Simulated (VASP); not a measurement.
# NaI (Fm-3m) in VASP: a series of runs, part 2 of 2

VASP 6.6.1. Earlier steps stand in the parts before.

## 3. Single point, PBE

This run uses another cell than the first one, of 36.44 Å³/atom, 1.024 times its volume.

Input file INCAR:

```
SYSTEM = NaI
  PREC = Accurate
  ENCUT = 500
  EDIFF = 1E-6
  ISMEAR = 0
  SIGMA = 0.01
  LREAL = .False.
  LASPH = .True.
  NELM = 120
  ALGO = Normal
  ISIF = 2
  LWAVE = .False.
  LCHARG = .False.
  GGA = PE
  NBANDS = 14
  GGA_COMPAT = .False.
```

Input file KPOINTS:

```
Automatic mesh
0
Gamma
  5 5 5
  0 0 0
```

Input file POSCAR:

```
NaI
1.0
    0.0000000000      3.3153675362      3.3153675362
    3.3153675362      0.0000000000      3.3153675362
    3.3153675362      3.3153675362      0.0000000000
Na I
1 1
Direct
    0.0000000000      0.0000000000      0.0000000000
    0.5000000000      0.5000000000      0.5000000000
```

Potentials or basis: VASP PAW PBE potentials, release 64 (Na_pv, I).

Started as:

```console
$ cat potpaw_PBE.64/Na_pv/POTCAR potpaw_PBE.64/I/POTCAR > POTCAR
$ mpirun -np 1 vasp_std > vasp.out
```

OUTCAR:

```text
SYSTEM = NaI
   PREC = Accurate
   ENCUT = 500
   EDIFF = 1E-6
   ISMEAR = 0
   LREAL = .False.
   LASPH = .True.
   NELM = 120
   ISIF = 2
   GGA = PE

 ion  position               nearest neighbor table
   1  0.000  0.000  0.000-
   2  0.500  0.500  0.500-

  LATTYP: Found a face centered cubic cell.
 ALAT       =     6.6307350724

  Lattice vectors:

 A1 = (   0.0000000000,   3.3153675362,   3.3153675362)
 A2 = (   3.3153675362,   0.0000000000,   3.3153675362)
 A3 = (   3.3153675362,   3.3153675362,   0.0000000000)

Analysis of symmetry for initial positions (statically):
=====================================================================
 Subroutine PRICEL returns:
 Original cell was already a primitive cell.

 Routine SETGRP: Setting up the symmetry group for a
 face centered cubic supercell.

 Subroutine GETGRP returns: Found 48 space group operations
 (whereof 48 operations were pure point group operations)
 out of a pool of 48 trial point group operations.

The static configuration has the point symmetry O_h .

Analysis of symmetry for dynamics (positions and initial velocities):
=====================================================================
 Subroutine PRICEL returns:
 Original cell was already a primitive cell.

 Routine SETGRP: Setting up the symmetry group for a
 face centered cubic supercell.

 Subroutine GETGRP returns: Found 48 space group operations
 (whereof 48 operations were pure point group operations)
 out of a pool of 48 trial point group operations.

The dynamic configuration has the point symmetry O_h .

 Subroutine INISYM returns: Found 48 space group operations
 (whereof 48 operations are pure point group operations),
 and found     1 'primitive' translations

----------------------------------------------------------------------------------------

                                     Primitive cell

  volume of cell :      72.8828
[... 102 lines left out ...]
   IVDW    =     0    specifies the selected vdW correction
   LEPSILON=     F    determine dielectric tensor
   LRPA    =     F    only Hartree local field effects (RPA)
 non-spin polarized calculation
 Gauss-broadening in eV      SIGMA  =   0.01
  energy-cutoff  :      500.00
  volume of cell :       72.88
 maximum number of plane-waves:      1865
 NGX is ok and might be reduce to    36
   NGX = 17   NGY = 17   NGZ = 17

 number of electron      14.0000008 magnetization

 Free energy of the ion-electron system (eV)
  ---------------------------------------------------
  ext. energy  EPLUGINS =         0.00000000
  ---------------------------------------------------
  free energy    TOTEN  =        -5.38046079 eV

  energy without entropy =       -5.38046079  energy(sigma->0) =       -5.38046079

 E-fermi :   0.3938     XC(G=0):  -7.4169

 val. band max:        0.3288407026   @ k =   0.0000   0.0000   0.0000
 cond. band min:       3.7883983683   @ k =   0.0000   0.0000   0.0000
 fundamental gap:      3.4595576657
 Fermi energy:         0.3938390636

 k-point     1 :       0.0000    0.0000    0.0000
  band No.  band energies     occupation
      1     -22.2098      2.00000
      2     -22.2098      2.00000
      3     -22.2098      2.00000
      4     -10.5165      2.00000
      5       0.3288      2.00000
      6       0.3288      2.00000
      7       0.3288      2.00000
      8       3.7884      0.00000
      9       8.2492      0.00000
     10       8.2492      0.00000
     11       8.2492      0.00000
     12       9.9528      0.00000
     13       9.9528      0.00000
     14      10.7020      0.00000
[... 139 lines left out ...]
      1     -22.2121      2.00000
      2     -22.2113      2.00000
      3     -22.2107      2.00000
      4     -10.2158      2.00000
      5      -1.1324      2.00000
      6      -0.6770      2.00000
      7      -0.2897      2.00000
      8       6.0012      0.00000
      9       7.2328      0.00000
     10       7.4020      0.00000
     11       9.0247      0.00000
     12      10.9875      0.00000
     13      11.4076      0.00000
     14      13.4304      0.00000

------------------------ aborting loop because EDIFF is reached ----------------------------------------

  FORCE on cell =-STRESS in cart. coord.  units (eV):
  Direction    XX          YY          ZZ          XY          YZ          ZX
  --------------------------------------------------------------------------------------
  -------------------------------------------------------------------------------------
  Total       -0.2843025     -0.2843025     -0.2843025     -0.0000000     -0.0000000      0.0000000
  in kB       -6.2498005     -6.2498005     -6.2498005     -0.0000000     -0.0000000      0.0000000
  external PRESSURE =      -6.2498005 kB  Pullay stress =       0.0000000 kB

 VOLUME and BASIS-vectors are now :
 -----------------------------------------------------------------------------
  energy-cutoff  :      500.00
  volume of cell :       72.88
      direct lattice vectors                 reciprocal lattice vectors
     0.000000000  3.315367536  3.315367536    -0.150812842  0.150812842  0.150812842
     3.315367536  0.000000000  3.315367536     0.150812842 -0.150812842  0.150812842
     3.315367536  3.315367536  0.000000000     0.150812842  0.150812842 -0.150812842

 POSITION                                       TOTAL-FORCE (eV/Angst)
 -----------------------------------------------------------------------------------
      0.00000      0.00000      0.00000        -0.000000     -0.000000      0.000000
      3.31537      3.31537      3.31537         0.000000      0.000000     -0.000000
 -----------------------------------------------------------------------------------
    total drift:                                0.000000      0.000000      0.000000

  FREE ENERGIE OF THE ION-ELECTRON SYSTEM (eV)
  ---------------------------------------------------
  free  energy   TOTEN  =        -5.3804607945 eV

  energy  without entropy=       -5.3804607945  energy(sigma->0) =       -5.38046079
```

stdout:

```text
POSCAR found type information on POSCAR NaI
 POSCAR found :  2 types and       2 ions
 scaLAPACK will be used
 LDA part: xc-table for (Slater+PW92), standard interpolation
 POSCAR, INCAR and KPOINTS ok, starting setup
 FFT: planning ... GRIDC
 FFT: planning ... GRID_SOFT
 FFT: planning ... GRID
 WAVECAR not read
 entering main loop
```

It took 8.3 s on 1 thread of AMD EPYC 7R13 (Zen 3), shared host; peak memory 0.17 GiB.

What came out:

| Quantity | Value |
| --- | --- |
| Free energy | -5.3805 eV |
| Pressure | -0.6 GPa |
| Band gap on the k mesh | 3.46 eV, direct |

Caveat: spin-orbit coupling is left out, which moves the levels of the heavy elements.

## 4. Single point, PBE

This run uses another cell than the first one, of 37.29 Å³/atom, 1.048 times its volume.

Input file INCAR:

```
SYSTEM = NaI
PREC     = Accurate       ! precision mode
ENCUT    = 500            ! plane-wave cutoff, eV
EDIFF    = 1E-6           ! SCF threshold, eV
ISMEAR   = 0              ! smearing method
SIGMA    = 0.01           ! smearing width, eV
LREAL    = .FALSE.        ! projectors in reciprocal space
LASPH    = .TRUE.         ! aspherical terms in the spheres
NELM     = 120            ! most SCF steps
ALGO     = Normal         ! electronic algorithm
ISIF     = 2              ! what is computed and relaxed
LWAVE    = .FALSE.        ! write WAVECAR
LCHARG   = .TRUE.         ! write CHGCAR
GGA      = PE             ! functional
LELF     = .TRUE.         ! ELF
LVHAR    = .TRUE.       
NBANDS   = 14             ! bands
GGA_COMPAT= .FALSE.
```

Input file KPOINTS:

```
Automatic mesh
0
G
  5 5 5
  0 0 0
```

Input file POSCAR:

```
NaI
1.0
    0.0000000000      3.3408713657      3.3408713657
    3.3408713657      0.0000000000      3.3408713657
    3.3408713657      3.3408713657      0.0000000000
Na I
1 1
Direct
    0.0000000000      0.0000000000      0.0000000000
    0.5000000000      0.5000000000      0.5000000000
```

Started as:

```console
$ cat potpaw_PBE.64/Na_pv/POTCAR potpaw_PBE.64/I/POTCAR > POTCAR
$ mpirun -np 1 vasp_std > vasp.out
```

It took 9.5 s on 1 thread of AMD EPYC 7R13 (Zen 3), shared host; peak memory 0.17 GiB.

The run converged. Its results:

| Quantity | Value |
| --- | --- |
| Free energy | -5.3726 eV |
| Pressure | -0.9 GPa |
| Band gap on the k mesh | 3.41 eV, direct |

Levels at points of the mesh, in eV from the valence-band top:
| k point | band 4 | band 5 | band 6 | band 7 | band 8 | band 9 | band 10 | band 11 |
| --- | --- | --- | --- | --- | --- | --- | --- | --- |
| (0.00, 0.00, 0.00) | -10.80 | 0.00 | 0.00 | 0.00 | 3.41 | 7.91 | 7.91 | 7.91 |

Caveat: spin-orbit coupling is left out, which moves the levels of the heavy elements.

## 5. The runs side by side

```tsv
cell	gap on the mesh (eV)	pressure (GPa)
a = 4.652 Å, angles 60.0°, 2 atoms	3.52	-0.3
a = 4.689 Å, angles 60.0°, 2 atoms	3.46	-0.6
a = 4.725 Å, angles 60.0°, 2 atoms	3.41	-0.9
```

Alike in all rows: task single point; level PBE; potentials or basis VASP PAW PBE potentials, release 64 (Na_pv, I); no spin polarisation; k mesh 5 × 5 × 5; cutoff (eV) 500; smearing gaussian 0.01 eV.

Caveats: spin-orbit coupling is left out, which moves the levels of the heavy elements.

Absolute energies hang on the potentials; compare differences alone.
